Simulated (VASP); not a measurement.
# HfN (Fm-3m) in VASP: notebook

HfN is run at these levels: PBE; tasks: vibrations by perturbation theory.

Program: VASP 6.6.1. These are calculated values, not measurements. Logs are shortened: lines on timing, memory, paths and dates and some standing lists are left out, and cuts for length are marked.

## (1) The cell of the first run

The structure is cubic, space group Fm-3m (No. 225). The conventional cell has a = 4.340 Å, b = 4.340 Å, c = 4.340 Å, α = 90.00°, β = 90.00°, γ = 90.00°. Within 2.9 Å of Hf (site symmetry m-3m) lie 6 N at 2.17 Å. Within 2.9 Å of N (site symmetry m-3m) lie 6 Hf at 2.17 Å.

## (2) Vibrations by perturbation theory, PBE

Contents of INCAR:

```
ALGO = Normal
EDIFF = 1E-8
ENCUT = 520
GGA = PE
IBRION = 8
ISIF = 2
ISMEAR = -1
LASPH = True
LCHARG = True
LREAL = False
LWAVE = False
NELM = 80
NSW = 1
PREC = Accurate
SIGMA = 0.15
```

Contents of KPOINTS:

```
k-points
0
Gamma
  16 16 16
```

Contents of POSCAR:

```
HfN
1.0
    0.0000000000      2.1698554261      2.1698554261
    2.1698554261      0.0000000000      2.1698554261
    2.1698554261      2.1698554261      0.0000000000
Hf N
1 1
Direct
    0.0000000000      0.0000000000      0.0000000000
    0.5000000000      0.5000000000      0.5000000000
```

Potentials or basis: VASP PAW PBE potentials, release 64 (Hf_pv, N).

The run is started by

```bash
> cat potpaw_PBE.64/Hf_pv/POTCAR potpaw_PBE.64/N/POTCAR > POTCAR
> mpirun -np 1 vasp_std > vasp.out
```

OUTCAR:

```text
EDIFF = 1E-8
   ENCUT = 520
   GGA = PE
   IBRION = 8
   ISIF = 2
   ISMEAR = -1
   LASPH = True
   LREAL = False
   NELM = 80
   NSW = 1
   PREC = Accurate

 ion  position               nearest neighbor table
   1  0.000  0.000  0.000-   2 2.17   2 2.17   2 2.17   2 2.17   2 2.17   2 2.17
   2  0.500  0.500  0.500-   1 2.17   1 2.17   1 2.17   1 2.17   1 2.17   1 2.17

  LATTYP: Found a face centered cubic cell.
 ALAT       =     4.3397108522

  Lattice vectors:

 A1 = (   0.0000000000,   2.1698554261,   2.1698554261)
 A2 = (   2.1698554261,   0.0000000000,   2.1698554261)
 A3 = (   2.1698554261,   2.1698554261,   0.0000000000)

Analysis of symmetry for initial positions (statically):
=====================================================================
 Subroutine PRICEL returns:
 Original cell was already a primitive cell.

 Routine SETGRP: Setting up the symmetry group for a
 face centered cubic supercell.

 Subroutine GETGRP returns: Found 48 space group operations
[... 9 lines left out ...]

 Routine SETGRP: Setting up the symmetry group for a
 face centered cubic supercell.

 Subroutine GETGRP returns: Found 48 space group operations
[... 11 lines left out ...]
                                     Primitive cell

  volume of cell :      20.4325

  direct lattice vectors                    reciprocal lattice vectors
     0.000000000  2.169855426  2.169855426    -0.230430099  0.230430099  0.230430099
     2.169855426  0.000000000  2.169855426     0.230430099 -0.230430099  0.230430099
     2.169855426  2.169855426  0.000000000     0.230430099  0.230430099 -0.230430099

  length of vectors
     3.068638972  3.068638972  3.068638972     0.399116639  0.399116639  0.399116639

  position of ions in fractional coordinates (direct lattice)
     0.000000000  0.000000000  0.000000000
     0.500000000  0.500000000  0.500000000

  ion indices of the primitive-cell ions
   primitive index   ion index
                 1           1
                 2           2

----------------------------------------------------------------------------------------

 KPOINTS: k-points

Automatic generation of k-mesh.
 Grid dimensions read from file:
 generate k-points for:   16   16   16

 Generating k-lattice:

  Cartesian coordinates                     Fractional coordinates (reciprocal lattice)
    -0.014401881  0.014401881  0.014401881     0.062500000  0.000000000  0.000000000
     0.014401881 -0.014401881  0.014401881     0.000000000  0.062500000  0.000000000
     0.014401881  0.014401881 -0.014401881     0.000000000  0.000000000  0.062500000

  Length of vectors
     0.024944790  0.024944790  0.024944790

  Shift w.r.t. Gamma in fractional coordinates (k-lattice)
     0.000000000  0.000000000  0.000000000

 Subroutine IBZKPT returns following result:
 ===========================================

 Found    145 irreducible k-points:

 Following reciprocal coordinates:
            Coordinates               Weight
  0.000000  0.000000  0.000000      1.000000
  0.062500  0.000000  0.000000      8.000000
  0.125000  0.000000  0.000000      8.000000
  0.187500  0.000000  0.000000      8.000000
  0.250000  0.000000  0.000000      8.000000
  0.312500  0.000000  0.000000      8.000000
[... 16 lines left out ...]
 -0.125000  0.062500  0.000000     24.000000
 -0.062500  0.062500  0.000000     12.000000
 [... further k-points ...]
   k-points           NKPTS =    145   k-points in BZ     NKDIM =    145   number of bands    NBANDS=     11
   number of dos      NEDOS =    301   number of ions     NIONS =      2
   total plane-waves  NPLWV =  13824
   dimension x,y,z NGX =    24 NGY =   24 NGZ =   24
   dimension x,y,z NGXF=    48 NGYF=   48 NGZF=   48
   ions per type =               1   1
   NGX,Y,Z   is equivalent  to a cutoff of  13.00, 13.00, 13.00 a.u.
   NGXF,Y,Z  is equivalent  to a cutoff of  26.00, 26.00, 26.00 a.u.
 SYSTEM =  unknown system
   PREC   = accura    normal or accurate (medium, high low for compatibility)
   ISTART =      0    job   : 0-new  1-cont  2-samecut
   ICHARG =      2    charge: 1-file 2-atom 10-const
   ISPIN  =      1    spin polarized calculation?
   LNONCOLLINEAR =      F non collinear calculations
   LSORBIT =      F    spin-orbit coupling
   LASPH  =      T    aspherical Exc in radial PAW
   ENCUT  =  520.0 eV  38.22 Ry    6.18 a.u.   5.71  5.71  5.71*2*pi/ulx,y,z
   NELM   =     80;   NELMIN=  2; NELMDL= -5     # of ELM steps
   EDIFF  = 0.1E-07   stopping-criterion for ELM
   LREAL  =      F    real-space projection
   EDIFFG = 0.1E-06   stopping-criterion for IOM
   NSW    =      1    number of steps for IOM
   IBRION =      8    ionic relax: 0-MD 1-quasi-New 2-CG
   NFREE  =      0    steps in history (QN), initial steepest desc. (CG)
   ISIF   =      2    stress and relaxation
   ISYM   =      2    0-nonsym 1-usesym 2-fastsym
   POTIM  = 0.5000    time-step for ionic-motion
   TEBEG  =    0.0;   TEEND  =   0.0 temperature during run
   PSTRESS=    0.0 pullay stress
   NELECT =      15.0000    total number of electrons
   NUPDOWN=      -1.0000    fix difference up-down
   EMIN   =  10.00;   EMAX   =-10.00  energy-range for DOS
   EFERMI =   0.00;   METHOD = LEGACY
   ISMEAR =    -1;   SIGMA  =   0.15  broadening in eV -4-tet -1-fermi 0-gaus
   EFERMI_NEDOS =   21; number of points for ismear=-14 and -15
   IALGO  =     38    algorithm
   IMIX   =      4    mixing-type and parameters
     AMIX     =   0.40;   BMIX     =  1.00
     AMIX_MAG =   1.60;   BMIX_MAG =  1.00
  volume/ion in A,a.u.               =      10.22        68.94
  Fermi-wavevector in a.u.,A,eV,Ry     =   1.476832  2.790808 29.674756  2.181033
  Thomas-Fermi vector in A             =   2.591311
   LORBIT       =      0    0 simple, 1 ext, 2 COOP (PROOUT), +10 PAW based schemes
   GGA     = PE    functional components
   LHFCALC =     F    Hartree Fock is set to
   AEXX    =    0.0000 exact exchange contribution
   IVDW    =     0    specifies the selected vdW correction
   LEPSILON=     F    determine dielectric tensor
   LRPA    =     F    only Hartree local field effects (RPA)
 non-spin polarized calculation
  energy-cutoff  :      520.00
  volume of cell :       20.43
 maximum number of plane-waves:       568
   NGX = 11   NGY = 11   NGZ = 11

--------------------------------------- Ionic step        1  -------------------------------------------

 number of electron      14.9999999 magnetization

 Free energy of the ion-electron system (eV)
  ---------------------------------------------------
  ext. energy  EPLUGINS =         0.00000000
  ---------------------------------------------------
  free energy    TOTEN  =       -21.39771190 eV

  energy without entropy =      -21.35998752  energy(sigma->0) =      -21.37884971

 E-fermi :   9.5051     XC(G=0): -13.3797

 val. band max:        9.5009243760   @ k =   0.0625   0.0625   0.0000
 cond. band min:       9.5084933403   @ k =   0.3750   0.1250   0.0000
 fundamental gap:      0.0075689643
 Fermi energy:         9.5051008063

 k-point     1 :       0.0000    0.0000    0.0000
  band No.  band energies     occupation
      1     -21.1650      2.00000
      2     -21.1650      2.00000
      3     -21.1650      2.00000
      4      -8.7249      2.00000
      5       6.3380      2.00000
      6       6.3380      2.00000
      7       6.3380      2.00000
      8       9.0702      1.89560
      9       9.0702      1.89560
     10       9.0702      1.89560
     11      11.7703      0.00000
[... 309 lines left out ...]
 k-point    24 :      -0.0625    0.0625    0.0000
  band No.  band energies     occupation
      1     -21.3213      2.00000
      2     -21.2020      2.00000
      3     -21.1665      2.00000
      4      -8.4151      2.00000
      5       5.2419      2.00000
      6       5.5457      2.00000
      7       5.9322      2.00000
      8       9.2675      1.65962
      9       9.2689      1.65690
     10       9.8003      0.24515
     11      12.1296      0.00000

 [... further k-points ...]
[... 5 lines left out ...]
  --------------------------------------------------------------------------------------
  -------------------------------------------------------------------------------------
  Total        6.0535631      6.0535631      6.0535631      0.0000000      0.0000000      0.0000000
  in kB      474.6781772    474.6781772    474.6781772      0.0000000      0.0000000      0.0000000
  external PRESSURE =     474.6781772 kB  Pullay stress =       0.0000000 kB

 VOLUME and BASIS-vectors are now :
 -----------------------------------------------------------------------------
  energy-cutoff  :      520.00
  volume of cell :       20.43
      direct lattice vectors                 reciprocal lattice vectors
     0.000000000  2.169855426  2.169855426    -0.230430099  0.230430099  0.230430099
     2.169855426  0.000000000  2.169855426     0.230430099 -0.230430099  0.230430099
     2.169855426  2.169855426  0.000000000     0.230430099  0.230430099 -0.230430099

 POSITION                                       TOTAL-FORCE (eV/Angst)
 -----------------------------------------------------------------------------------
      0.00000      0.00000      0.00000         0.000000      0.000000      0.000000
      2.16986      2.16986      2.16986        -0.000000     -0.000000     -0.000000
 -----------------------------------------------------------------------------------
    total drift:                                0.000000     -0.000000     -0.000000

  FREE ENERGIE OF THE ION-ELECTRON SYSTEM (eV)
  ---------------------------------------------------
  free  energy   TOTEN  =       -21.3977119006 eV

  energy  without entropy=      -21.3599875183  energy(sigma->0) =      -21.37884971

[... ionic steps 2 to 3 ...]

--------------------------------------- Ionic step        4  -------------------------------------------

------------------------ aborting loop because EDIFF is reached ----------------------------------------

[... ionic steps 5 to 6 ...]

--------------------------------------- Ionic step        7  -------------------------------------------

 Free energy of the ion-electron system (eV)
  ---------------------------------------------------
  ---------------------------------------------------
  free energy    TOTEN  =        -0.23629634 eV

  energy without entropy =       -0.23629634

------------------------ aborting loop because EDIFF is reached ----------------------------------------

 INTERNAL STRAIN TENSOR  FOR ION    2  DIRECTION 1   (eV/Angst):
 -----------------------------------------------------------------------------
     0.00495  0.00000  0.00000
    -0.00000 -0.00581 -0.00000
     0.00000 -0.00000 -0.00581

 INTERNAL STRAIN TENSOR FOR ION    2 for displacements in x,y,z  (eV/Angst):
          X           Y           Z          XY          YZ          ZX
  --------------------------------------------------------------------------------
  x     0.00000     0.00000     0.00000     0.00000     0.00000     0.00000
  y     0.00000     0.00000     0.00000     0.00000     0.00000     0.00000
  z     0.00000     0.00000     0.00000     0.00000     0.00000     0.00000

 SECOND DERIVATIVES (NOT SYMMETRIZED)
 ------------------------------------
               1X          1Y          1Z          2X          2Y          2Z
  1X   -18.311929    0.000000    0.000000   18.311929    0.000000    0.000000
  1Y     0.000000  -18.311929    0.000000    0.000000   18.311929    0.000000
  1Z     0.000000    0.000000  -18.311929    0.000000    0.000000   18.311929
  2X    18.317705    0.000000    0.000000  -18.317705    0.000000    0.000000
  2Y     0.000000   18.317705    0.000000    0.000000  -18.317705    0.000000
  2Z     0.000000    0.000000   18.317705    0.000000    0.000000  -18.317705

 Eigenvectors and eigenvalues of the dynamical matrix
 ----------------------------------------------------

   1 f  =   18.569492 THz   116.675558 2PiTHz  619.411571 cm-1    76.797212 meV
             X         Y         Z           dx          dy          dz
      0.000000  0.000000  0.000000     0.000000    0.269656    0.000000
      2.169855  2.169855  2.169855     0.000000   -0.962957    0.000000

   2 f  =   18.569492 THz   116.675558 2PiTHz  619.411571 cm-1    76.797212 meV
             X         Y         Z           dx          dy          dz
      0.000000  0.000000  0.000000    -0.269656    0.000000    0.000000
      2.169855  2.169855  2.169855     0.962957    0.000000    0.000000

   3 f  =   18.569492 THz   116.675558 2PiTHz  619.411571 cm-1    76.797212 meV
             X         Y         Z           dx          dy          dz
      0.000000  0.000000  0.000000     0.000000    0.000000   -0.269656
      2.169855  2.169855  2.169855     0.000000    0.000000    0.962957

   4 f/i=    0.000760 THz     0.004777 2PiTHz    0.025361 cm-1     0.003144 meV
             X         Y         Z           dx          dy          dz
      0.000000  0.000000  0.000000     0.962957    0.000000    0.000000
      2.169855  2.169855  2.169855     0.269656    0.000000    0.000000

   5 f/i=    0.000760 THz     0.004777 2PiTHz    0.025361 cm-1     0.003144 meV
             X         Y         Z           dx          dy          dz
      0.000000  0.000000  0.000000     0.000000   -0.962957    0.000000
      2.169855  2.169855  2.169855     0.000000   -0.269656    0.000000

   6 f/i=    0.000760 THz     0.004777 2PiTHz    0.025361 cm-1     0.003144 meV
             X         Y         Z           dx          dy          dz
      0.000000  0.000000  0.000000     0.000000    0.000000    0.962957
      2.169855  2.169855  2.169855     0.000000    0.000000    0.269656

--------------------------------------------------------------------------------------------------------

 ELASTIC MODULI CONTR FROM IONIC RELAXATION (kBar)
 Direction    XX          YY          ZZ          XY          YZ          ZX
 --------------------------------------------------------------------------------
 XX           0.0000      0.0000      0.0000      0.0000      0.0000      0.0000
 YY           0.0000      0.0000      0.0000      0.0000      0.0000      0.0000
 ZZ           0.0000      0.0000      0.0000      0.0000      0.0000      0.0000
 XY           0.0000      0.0000      0.0000      0.0000      0.0000      0.0000
 YZ           0.0000      0.0000      0.0000      0.0000      0.0000      0.0000
 ZX           0.0000      0.0000      0.0000      0.0000      0.0000      0.0000
 --------------------------------------------------------------------------------
```

Wall time 9.6 min (1 thread of AMD EPYC 7R13, shared host); peak memory 0.31 GiB.

Results:

- Highest phonon frequency at Γ, LO-TO splitting left out: 619 cm⁻¹

Phonon frequencies in cm⁻¹ (negative: imaginary):
| q point | frequencies |
| --- | --- |
| (0.000, 0.000, 0.000) | 0 0 0 619 619 619 |

Caveat: the cell wasn't relaxed at this level first, which shifts response properties; spin-orbit coupling is left out, which moves the levels of the heavy elements.

(Part 1 of 2 ends here.)
